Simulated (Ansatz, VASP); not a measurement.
Zr2HS4: VASP beside Ansatz

The input INCAR:

```
SYSTEM = Zr2HS4
PREC     = Accurate       ! precision mode
ENCUT    = 400            ! plane-wave cutoff, eV
EDIFF    = 1E-6           ! SCF threshold, eV
ISMEAR   = 0              ! smearing method
SIGMA    = 0.05           ! smearing width, eV
LREAL    = .FALSE.        ! projectors in reciprocal space
LASPH    = .TRUE.         ! aspherical terms in the spheres
NELM     = 120            ! most SCF steps
ALGO     = Normal         ! electronic algorithm
ISIF     = 2              ! what is computed and relaxed
LWAVE    = .FALSE.        ! write WAVECAR
LCHARG   = .TRUE.         ! write CHGCAR
LDIPOL   = .TRUE.       
IDIPOL   = 3            
DIPOL    = 0.5 0.5 0.283
GGA      = PE             ! functional
IVDW     = 12             ! dispersion correction
LELF     = .TRUE.         ! ELF
LVHAR    = .TRUE.       
LVACPOTAV= .TRUE.       
NBANDS   = 62             ! bands
GGA_COMPAT= .FALSE.      
NELMDL   = -8
```

Contents of KPOINTS:

```
regular mesh
0
G
  6 6 1
  0 0 0
```

Contents of POSCAR:

```
Zr2HS4
1.0
    7.2976778227      0.0000000000      0.0000000000
   -3.6488389114      6.3199743831      0.0000000000
    0.0000000000      0.0000000000     20.9171506047
S Zr H
8 4 2
Direct
    0.3333333333      0.1666666667      0.1912306354
    0.3333333333      0.6666666667      0.1912306354
    0.8333333333      0.1666666667      0.1912306354
    0.8333333333      0.6666666667      0.1912306354
    0.1666666667      0.3333333333      0.3306927762
    0.1666666667      0.8333333333      0.3306927762
    0.6666666667      0.3333333333      0.3306927762
    0.6666666667      0.8333333333      0.3306927762
    0.0000000000      0.0000000000      0.2609617058
    0.0000000000      0.5000000000      0.2609617058
    0.5000000000      0.0000000000      0.2609617058
    0.5000000000      0.5000000000      0.2609617058
    0.2449231649      0.7550768351      0.4134000260
    0.4217435018      0.5782564982      0.4134000260
```

Input for Ansatz:

```yaml
crystal:
  lattice:
    - [7.2976778227, 0.0, 0.0]
    - [-3.6488389114, 6.3199743831, 0.0]
    - [0.0, 0.0, 20.9171506047]
  atoms:
    - { symbol: S, position: [0.3333333333, 0.1666666667, 0.1912306354] }
    - { symbol: S, position: [0.3333333333, 0.6666666667, 0.1912306354] }
    - { symbol: S, position: [0.8333333333, 0.1666666667, 0.1912306354] }
    - { symbol: S, position: [0.8333333333, 0.6666666667, 0.1912306354] }
    - { symbol: Zr, position: [0.0, 0.0, 0.2609617058] }
    - { symbol: Zr, position: [0.0, 0.5, 0.2609617058] }
    - { symbol: Zr, position: [0.5, 0.0, 0.2609617058] }
    - { symbol: Zr, position: [0.5, 0.5, 0.2609617058] }
    - { symbol: S, position: [0.1666666667, 0.3333333333, 0.3306927762] }
    - { symbol: S, position: [0.1666666667, 0.8333333333, 0.3306927762] }
    - { symbol: S, position: [0.6666666667, 0.3333333333, 0.3306927762] }
    - { symbol: S, position: [0.6666666667, 0.8333333333, 0.3306927762] }
    - { symbol: H, position: [0.2449231649, 0.7550768351, 0.413400026] }
    - { symbol: H, position: [0.4217435018, 0.5782564982, 0.413400026] }
basis:
  ecutwfc: 420
kpoints:
  mp_grid: { grid: [6, 6, 1] }
hamiltonian:
  xc: pbe
  pseudopotentials: { kind: paw, azcp: { folder: soft_1 } }
  dispersion: d3bj
scf:
  occupations: { method: gaussian, width: 0.05 }
output:
  forces: true
  eigenvalues: true
efield:
  axis: 3
  dipole_correction: true
  ramp_width: 0.04
```

Alike in both runs: task single point; functional PBE; dispersion D3(BJ); k mesh 6 × 6 × 1; occupations gaussian, width 0.05 eV; no spin polarisation.

|  | VASP | Ansatz |
| --- | --- | --- |
| version | VASP 6.6.1 | Ansatz 0.2.0 |
| potentials or method | VASP PAW PBE potentials, release 64 (S, Zr_sv, H), cutoff 400 eV | scalar-relativistic, plane waves, PAW |
| valence electrons in the cell | 98 | 98 |

```csv
,VASP,Ansatz,Ansatz less VASP
gap on the k mesh at the Fermi level (eV),0.49,0.49,0.000
least direct gap on the mesh (eV),0.53,0.53,0.000
rms of the force components (eV/Å),0.414,0.414,-0.0001
```
